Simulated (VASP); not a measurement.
# Ni5Pt (Pmmm) in VASP: relaxation of cell and atoms with PBE

Aim: the relaxation of cell and atoms of Ni5Pt with PBE.

Program: VASP 6.6.1. These are calculated values, not measurements. Logs are shortened: lines on timing, memory, paths and dates and some standing lists are left out, and cuts for length are marked.

## (1) The cell of the first run

It takes space group Pmmm (No. 47, orthorhombic). Conventional cell: a = 2.501 Å, b = 3.536 Å, c = 7.502 Å, α = 90.00°, β = 90.00°, γ = 90.00°. Ni (site symmetry mm2) has 1 Pt at 2.50 Å and 11 Ni at 2.50 Å within 3.3 Å. Ni (site symmetry mmm) has 12 Ni at 2.50 Å within 3.3 Å. Within 3.3 Å of Ni (site symmetry mm2) lie 8 Ni at 2.50 Å and 4 Pt at 2.50 Å. Pt (site symmetry mmm) has 10 Ni at 2.50 Å and 2 Pt at 2.50 Å within 3.3 Å.

## (2) Relaxation of cell and atoms, PBE, collinear spin, ferromagnetic start

File INCAR:

```
SYSTEM = Ni5Pt
PREC = Accurate
ENCUT = 600
EDIFF = 1E-6
ISMEAR = 0
SIGMA = 0.1
LREAL = .FALSE.
LASPH = .TRUE.
NELM = 150
ALGO = Normal
ISIF = 3
LWAVE = .FALSE.
LCHARG = .FALSE.
ISPIN = 2
MAGMOM = 2 2 2 2 2 0
LORBIT = 11
LMAXMIX = 4
GGA = PE
IBRION = 2
NSW = 90
EDIFFG = -0.04
```

File KPOINTS:

```
Automatic mesh
0
G
  6 6 2
  0 0 0
```

File POSCAR:

```
Ni5Pt
1.0
    2.5006233100      0.0000000000      0.0000000000
    0.0000000000      3.5364154000      0.0000000000
    0.0000000000      0.0000000000      7.5018699200
Ni Pt
5 1
Direct
    0.0000000000      0.0000000000      0.3333333300
    0.5000000000      0.5000000000      0.5000000000
    0.0000000000      0.0000000000      0.6666666700
    0.5000000000      0.5000000000      0.8333333300
    0.5000000000      0.5000000000      0.1666666700
    0.0000000000      0.0000000000      0.0000000000
```

Potentials or basis: VASP PAW PBE potentials, release 64 (Ni, Pt).

Run with:

```console
cat potpaw_PBE.64/Ni/POTCAR potpaw_PBE.64/Pt/POTCAR > POTCAR
mpirun -np 1 vasp_std > vasp.out
```

OUTCAR:

```text
SYSTEM = Ni5Pt
   PREC = Accurate
   ENCUT = 600
   EDIFF = 1E-6
   ISMEAR = 0
   LREAL = .FALSE.
   LASPH = .TRUE.
   NELM = 150
   ISIF = 3
   ISPIN = 2
   LORBIT = 11
   GGA = PE
   IBRION = 2
   NSW = 90
   EDIFFG = -0.04

 ion  position               nearest neighbor table
   1  0.000  0.000  0.333-   6 2.50   5 2.50   5 2.50   5 2.50   5 2.50   2 2.50   2 2.50   2 2.50
                             2 2.50   3 2.50
   2  0.500  0.500  0.500-   4 2.50   5 2.50   1 2.50   3 2.50   1 2.50   3 2.50   1 2.50   3 2.50
                             1 2.50   3 2.50
   3  0.000  0.000  0.667-   6 2.50   4 2.50   4 2.50   4 2.50   4 2.50   2 2.50   2 2.50   2 2.50
                             2 2.50   1 2.50
   4  0.500  0.500  0.833-   2 2.50   3 2.50   3 2.50   3 2.50   3 2.50   6 2.50   6 2.50   6 2.50
                             6 2.50   5 2.50
   5  0.500  0.500  0.167-   2 2.50   1 2.50   1 2.50   1 2.50   1 2.50   6 2.50   6 2.50   6 2.50
                             6 2.50   4 2.50
   6  0.000  0.000  0.000-   1 2.50   3 2.50   4 2.50   5 2.50   4 2.50   5 2.50   4 2.50   5 2.50
                             4 2.50   5 2.50

  LATTYP: Found a simple orthorhombic cell.
 ALAT       =     2.5006233100
 B/A-ratio  =     1.4142135626
 C/A-ratio  =     2.9999999960

  Lattice vectors:

 A1 = (   2.5006233100,   0.0000000000,   0.0000000000)
 A2 = (   0.0000000000,   3.5364154000,   0.0000000000)
 A3 = (   0.0000000000,   0.0000000000,   7.5018699200)

Analysis of symmetry for initial positions (statically):
=====================================================================
 Subroutine PRICEL returns:
 Original cell was already a primitive cell.

 Routine SETGRP: Setting up the symmetry group for a
 simple orthorhombic supercell.

 Subroutine GETGRP returns: Found  8 space group operations
 (whereof  8 operations were pure point group operations)
 out of a pool of  8 trial point group operations.

The static configuration has the point symmetry D_2h.

Analysis of symmetry for dynamics (positions and initial velocities):
=====================================================================
 Subroutine PRICEL returns:
 Original cell was already a primitive cell.

 Routine SETGRP: Setting up the symmetry group for a
 simple orthorhombic supercell.

 Subroutine GETGRP returns: Found  8 space group operations
 (whereof  8 operations were pure point group operations)
 out of a pool of  8 trial point group operations.

The dynamic configuration has the point symmetry D_2h.

Analysis of structural, dynamic, and magnetic symmetry:
=====================================================================
 Subroutine PRICEL returns:
 Original cell was already a primitive cell.

 Routine SETGRP: Setting up the symmetry group for a
 simple orthorhombic supercell.

 Subroutine GETGRP returns: Found  8 space group operations
 (whereof  8 operations were pure point group operations)
 out of a pool of  8 trial point group operations.

The overall configuration has the point symmetry D_2h.

 Subroutine INISYM returns: Found  8 space group operations
 (whereof  8 operations are pure point group operations),
 and found     1 'primitive' translations

----------------------------------------------------------------------------------------

                                     Primitive cell

  volume of cell :      66.3409

  direct lattice vectors                    reciprocal lattice vectors
     2.500623310  0.000000000  0.000000000     0.399900295  0.000000000  0.000000000
     0.000000000  3.536415400  0.000000000     0.000000000  0.282772211  0.000000000
     0.000000000  0.000000000  7.501869920     0.000000000  0.000000000  0.133300099

  length of vectors
     2.500623310  3.536415400  7.501869920     0.399900295  0.282772211  0.133300099

  position of ions in fractional coordinates (direct lattice)
     0.000000000  0.000000000  0.333333330
     0.500000000  0.500000000  0.500000000
     0.000000000  0.000000000  0.666666670
     0.500000000  0.500000000  0.833333330
     0.500000000  0.500000000  0.166666670
     0.000000000  0.000000000  0.000000000

  ion indices of the primitive-cell ions
   primitive index   ion index
                 1           1
                 2           2
                 3           3
                 4           4
                 5           5
                 6           6

----------------------------------------------------------------------------------------

 KPOINTS: Automatic mesh

Automatic generation of k-mesh.
 Grid dimensions read from file:
 generate k-points for:    6    6    2

 Generating k-lattice:

  Cartesian coordinates                     Fractional coordinates (reciprocal lattice)
     0.066650049  0.000000000  0.000000000     0.166666667  0.000000000  0.000000000
     0.000000000  0.047128702  0.000000000     0.000000000  0.166666667  0.000000000
     0.000000000  0.000000000  0.066650049     0.000000000  0.000000000  0.500000000

  Length of vectors
     0.066650049  0.047128702  0.066650049

  Shift w.r.t. Gamma in fractional coordinates (k-lattice)
     0.000000000  0.000000000  0.000000000

 Subroutine IBZKPT returns following result:
 ===========================================

 Found     32 irreducible k-points:

 Following reciprocal coordinates:
            Coordinates               Weight
  0.000000  0.000000  0.000000      1.000000
  0.166667  0.000000  0.000000      2.000000
  0.333333  0.000000  0.000000      2.000000
  0.500000  0.000000  0.000000      1.000000
  0.000000  0.166667  0.000000      2.000000
  0.166667  0.166667  0.000000      4.000000
[... 16 lines left out ...]
  0.333333  0.166667  0.500000      4.000000
  0.500000  0.166667  0.500000      2.000000
 [... further k-points ...]
   k-points           NKPTS =     32   k-points in BZ     NKDIM =     32   number of bands    NBANDS=     41
   number of dos      NEDOS =    301   number of ions     NIONS =      6
   total plane-waves  NPLWV =  33600
   dimension x,y,z NGX =    20 NGY =   28 NGZ =   60
   dimension x,y,z NGXF=    40 NGYF=   56 NGZF=  120
   ions per type =               5   1
   NGX,Y,Z   is equivalent  to a cutoff of  13.30, 13.16, 13.30 a.u.
   NGXF,Y,Z  is equivalent  to a cutoff of  26.59, 26.33, 26.59 a.u.
 SYSTEM =  Ni5Pt
   PREC   = accura    normal or accurate (medium, high low for compatibility)
   ISTART =      0    job   : 0-new  1-cont  2-samecut
   ICHARG =      2    charge: 1-file 2-atom 10-const
   ISPIN  =      2    spin polarized calculation?
   LNONCOLLINEAR =      F non collinear calculations
   LSORBIT =      F    spin-orbit coupling
   LASPH  =      T    aspherical Exc in radial PAW
   ENCUT  =  600.0 eV  44.10 Ry    6.64 a.u.   4.99  7.06 14.98*2*pi/ulx,y,z
   NELM   =    150;   NELMIN=  2; NELMDL= -5     # of ELM steps
   EDIFF  = 0.1E-05   stopping-criterion for ELM
   LREAL  =      F    real-space projection
   EDIFFG = -.4E-01   stopping-criterion for IOM
   NSW    =     90    number of steps for IOM
   IBRION =      2    ionic relax: 0-MD 1-quasi-New 2-CG
   NFREE  =      1    steps in history (QN), initial steepest desc. (CG)
   ISIF   =      3    stress and relaxation
   ISYM   =      2    0-nonsym 1-usesym 2-fastsym
   POTIM  = 0.5000    time-step for ionic-motion
   TEBEG  =    0.0;   TEEND  =   0.0 temperature during run
   PSTRESS=    0.0 pullay stress
   NELECT =      60.0000    total number of electrons
   NUPDOWN=      -1.0000    fix difference up-down
   EMIN   =  10.00;   EMAX   =-10.00  energy-range for DOS
   EFERMI =   0.00;   METHOD = LEGACY
   ISMEAR =     0;   SIGMA  =   0.10  broadening in eV -4-tet -1-fermi 0-gaus
   EFERMI_NEDOS =   21; number of points for ismear=-14 and -15
   IALGO  =     38    algorithm
   IMIX   =      4    mixing-type and parameters
     AMIX     =   0.40;   BMIX     =  1.00
     AMIX_MAG =   1.60;   BMIX_MAG =  1.00
  volume/ion in A,a.u.               =      11.06        74.62
  Fermi-wavevector in a.u.,A,eV,Ry     =   1.583185  2.991785 34.102642  2.506473
  Thomas-Fermi vector in A             =   2.682994
   LORBIT       =     11    0 simple, 1 ext, 2 COOP (PROOUT), +10 PAW based schemes
   GGA     = PE    functional components
   LHFCALC =     F    Hartree Fock is set to
   AEXX    =    0.0000 exact exchange contribution
   IVDW    =     0    specifies the selected vdW correction
   LEPSILON=     F    determine dielectric tensor
   LRPA    =     F    only Hartree local field effects (RPA)
 conjugate gradient relaxation of ions
 spin polarized calculation
 Gauss-broadening in eV      SIGMA  =   0.10
  energy-cutoff  :      600.00
  volume of cell :       66.34
 maximum number of plane-waves:      2256
 NGX is ok and might be reduce to    20
   NGX =  9   NGY = 15   NGZ = 29

--------------------------------------- Ionic step        1  -------------------------------------------

 number of electron      60.0000000 magnetization      10.0000000

 number of electron      59.9999976 magnetization       3.4797997

 Free energy of the ion-electron system (eV)
  ---------------------------------------------------
  ext. energy  EPLUGINS =         0.00000000
  ---------------------------------------------------
  free energy    TOTEN  =       -33.23696383 eV

  energy without entropy =      -33.19595282  energy(sigma->0) =      -33.21645832

 E-fermi :  10.5047     XC(G=0): -13.5683

 val. band max:       10.4989171700   @ k =   0.0000   0.3333   0.0000
 cond. band min:      10.5092297829   @ k =   0.5000   0.1667   0.5000
 fundamental gap:      0.0103126128
 Fermi energy:        10.5046579089

 spin component 1

 k-point     1 :       0.0000    0.0000    0.0000
  band No.  band energies     occupation
      1       0.5547      1.00000
      2       2.9732      1.00000
      3       3.7906      1.00000
      4       4.0288      1.00000
      5       4.7722      1.00000
      6       5.8096      1.00000
[... 2224 lines left out ...]
  FREE ENERGIE OF THE ION-ELECTRON SYSTEM (eV)
  ---------------------------------------------------
  free  energy   TOTEN  =       -33.3254761020 eV

  energy  without entropy=      -33.2272952979  energy(sigma->0) =      -33.27638570

[... ionic steps 4 to 8 ...]

--------------------------------------- Ionic step        9  -------------------------------------------

 number of electron      59.9999998 magnetization       0.0015277

------------------------ aborting loop because EDIFF is reached ----------------------------------------

  FORCE on cell =-STRESS in cart. coord.  units (eV):
  Direction    XX          YY          ZZ          XY          YZ          ZX
  --------------------------------------------------------------------------------------
  -------------------------------------------------------------------------------------
  Total       -0.5235745     -0.7090233     -0.0372297      0.0000000      0.0000000      0.0000000
  in kB      -11.8726868    -16.0779637     -0.8442283      0.0000000      0.0000000      0.0000000
  external PRESSURE =      -9.5982929 kB  Pullay stress =       0.0000000 kB
[... 69 lines left out ...]
--------------------------------------- Ionic step       11  -------------------------------------------

 number of electron      59.9999986 magnetization       0.0026565

 number of electron      59.9999986 magnetization      -0.0000523

 Free energy of the ion-electron system (eV)
  ---------------------------------------------------
  ext. energy  EPLUGINS =         0.00000000
  ---------------------------------------------------
  free energy    TOTEN  =       -33.41557178 eV

  energy without entropy =      -33.31424993  energy(sigma->0) =      -33.36491086

 E-fermi :   9.4942     XC(G=0): -13.2390

 val. band max:        9.4922850963   @ k =   0.5000   0.0000   0.0000
 cond. band min:       9.4980499813   @ k =   0.3333   0.0000   0.5000
 fundamental gap:      0.0057648850
 Fermi energy:         9.4941946907

 spin component 1

 k-point     1 :       0.0000    0.0000    0.0000
  band No.  band energies     occupation
      1       0.2918      1.00000
      2       2.5412      1.00000
      3       3.4205      1.00000
      4       3.7507      1.00000
      5       4.4601      1.00000
      6       5.5827      1.00000
[... 2140 lines left out ...]
  FREE ENERGIE OF THE ION-ELECTRON SYSTEM (eV)
  ---------------------------------------------------
  free  energy   TOTEN  =       -33.4155717827 eV

  energy  without entropy=      -33.3142499348  energy(sigma->0) =      -33.36491086

 reached required accuracy - stopping structural energy minimisation

 total charge

# of ion       s       p       d       tot
------------------------------------------
    1        0.478   0.470   8.318   9.266
    2        0.483   0.471   8.319   9.273
    3        0.478   0.470   8.318   9.266
    4        0.467   0.483   8.329   9.278
    5        0.467   0.483   8.329   9.278
    6        0.739   0.686   8.043   9.468
--------------------------------------------------
tot          3.111   3.062  49.655  55.828

 magnetization (x)

# of ion       s       p       d       tot
------------------------------------------
    1        0.000  -0.000  -0.000  -0.000
    2        0.000   0.000   0.000   0.000
    3        0.000  -0.000  -0.000  -0.000
    4       -0.000  -0.000   0.000   0.000
    5       -0.000  -0.000   0.000   0.000
    6        0.000  -0.000  -0.000  -0.000
--------------------------------------------------
tot          0.000  -0.000   0.000   0.000
```

It took 44 min on 1 thread of Oxide Virtual Turin-like, shared host; peak memory 0.29 GiB.

What came out:

```yaml
Free_energy: -33.4156 eV
Relaxed_volume: 11.70 Å³/atom
Relaxed_cell: a = 2.604 Å, b = 3.511 Å, c = 7.678 Å, α = 90.00°, β = 90.00°, γ = 90.00°
Space_group_after_relaxing_to_0.1_Å: Pmmm (No. 47)
Energy_gained_by_relaxing: 29.8 meV/atom
Ionic_steps: 11
Pressure_after_relaxing: 0.2 GPa
Largest_force_after_relaxing: 0.039 eV/Å
Band_gap_on_the_k_mesh: zero (filled and empty bands overlap)
Net_moment: 0.00 μB per cell
Valence_electrons_inside_the_program's_atomic_spheres: Ni 9.27, 9.28 (each value once); Pt 9.47
```

Forces on the atoms (eV/Å):
```
Ni   0.000  0.000 -0.039
Ni   0.000  0.000  0.000
Ni   0.000  0.000  0.039
Ni   0.000  0.000  0.008
Ni   0.000  0.000 -0.008
Pt   0.000  0.000  0.000
```

Stress tensor (GPa, compression positive):
```
 0.47  0.00  0.00
 0.00 -0.07  0.00
 0.00  0.00  0.13
```

Step by step:
| step | energy change (eV) | largest force (eV/Å) | pressure (GPa) | volume (Å³) |
| --- | --- | --- | --- | --- |
| 1 | 0.0000 | 1.2858 | 18.11 | 66.34 |
| 2 | 0.3823 | 0.1136 | -17.75 | 79.06 |
| 3 | -0.0885 | 0.6516 | 0.70 | 70.46 |
| 4 | -0.0948 | 0.5546 | -2.14 | 71.43 |
| 5 | -0.0951 | 0.5700 | -1.66 | 71.26 |
| 6 | -0.1481 | 0.3502 | -0.60 | 70.68 |
| 7 | -0.1684 | 0.1020 | 0.93 | 70.05 |
| 8 | -0.1749 | 0.0583 | -0.95 | 70.65 |
| 9 | -0.1749 | 0.0594 | -0.96 | 70.65 |
| 10 | -0.1786 | 0.0402 | 0.02 | 70.22 |
| 11 | -0.1786 | 0.0391 | 0.18 | 70.19 |

Final structure:
```yaml
crystal:
  lattice:
    - [2.60401, 0.00000, 0.00000]
    - [0.00000, 3.51092, 0.00000]
    - [0.00000, 0.00000, 7.67783]
  atoms:
    - { symbol: Ni, position: [0.00000, 0.00000, 0.34190] }
    - { symbol: Ni, position: [0.50000, 0.50000, 0.50000] }
    - { symbol: Ni, position: [0.00000, 0.00000, 0.65810] }
    - { symbol: Ni, position: [0.50000, 0.50000, 0.81991] }
    - { symbol: Ni, position: [0.50000, 0.50000, 0.18009] }
    - { symbol: Pt, position: [0.00000, 0.00000, 0.00000] }
```

Levels at points of the mesh, in eV from the Fermi level:
Spin up:
| k point | band 26 | band 27 | band 28 | band 29 | band 30 | band 31 | band 32 | band 33 | band 34 | band 35 |
| --- | --- | --- | --- | --- | --- | --- | --- | --- | --- | --- |
| (0.00, 0.00, 0.00) | -0.67 | -0.37 | -0.30 | -0.26 | -0.03 | 0.01 | 0.20 | 0.24 | 3.02 | 4.37 |
| (0.50, 0.00, 0.00) | -0.16 | 0.00 | 0.00 | 0.03 | 0.14 | 1.03 | 1.40 | 1.59 | 1.70 | 1.94 |
| (0.00, 0.50, 0.00) | -1.07 | -0.54 | -0.44 | -0.11 | -0.09 | 0.02 | 0.08 | 0.14 | 0.21 | 0.25 |
| (0.50, 0.50, 0.00) | -0.15 | -0.15 | -0.15 | -0.06 | 0.02 | 0.10 | 0.40 | 5.05 | 5.12 | 5.62 |
| (0.00, 0.00, 0.50) | -0.84 | -0.69 | -0.66 | -0.37 | -0.34 | 0.06 | 0.12 | 1.17 | 1.68 | 4.90 |
| (0.50, 0.00, 0.50) | -0.01 | 0.02 | 0.20 | 0.22 | 0.27 | 1.17 | 1.22 | 1.27 | 2.21 | 2.23 |
| (0.00, 0.50, 0.50) | -0.36 | -0.31 | -0.29 | -0.22 | -0.17 | -0.06 | -0.05 | 0.01 | 0.03 | 0.05 |
| (0.50, 0.50, 0.50) | -0.19 | -0.17 | -0.04 | 0.03 | 0.55 | 2.19 | 2.30 | 2.35 | 2.44 | 5.54 |
Spin down:
| k point | band 28 | band 29 | band 30 | band 31 | band 32 | band 33 |
| --- | --- | --- | --- | --- | --- | --- |
| (0.00, 0.00, 0.00) | -0.30 | -0.26 | -0.03 | 0.01 | 0.20 | 0.24 |
| (0.50, 0.00, 0.00) | 0.00 | 0.03 | 0.14 | 1.03 | 1.40 | 1.59 |
| (0.00, 0.50, 0.00) | -0.44 | -0.11 | -0.09 | 0.02 | 0.08 | 0.14 |
| (0.50, 0.50, 0.00) | -0.15 | -0.06 | 0.02 | 0.10 | 0.40 | 5.05 |
| (0.00, 0.00, 0.50) | -0.66 | -0.37 | -0.34 | 0.06 | 0.12 | 1.17 |
| (0.50, 0.00, 0.50) | 0.20 | 0.22 | 0.27 | 1.17 | 1.22 | 1.27 |
| (0.00, 0.50, 0.50) | -0.29 | -0.22 | -0.17 | -0.06 | -0.05 | 0.01 |
| (0.50, 0.50, 0.50) | -0.04 | 0.03 | 0.55 | 2.19 | 2.30 | 2.35 |

Caveat: the k points lie up to 0.41 Å⁻¹ apart in the final cell, too coarse for converged energies and pressures of a metal; the moments typed at the start vanished in this run; spin-orbit coupling is left out, which moves the levels of the heavy elements.
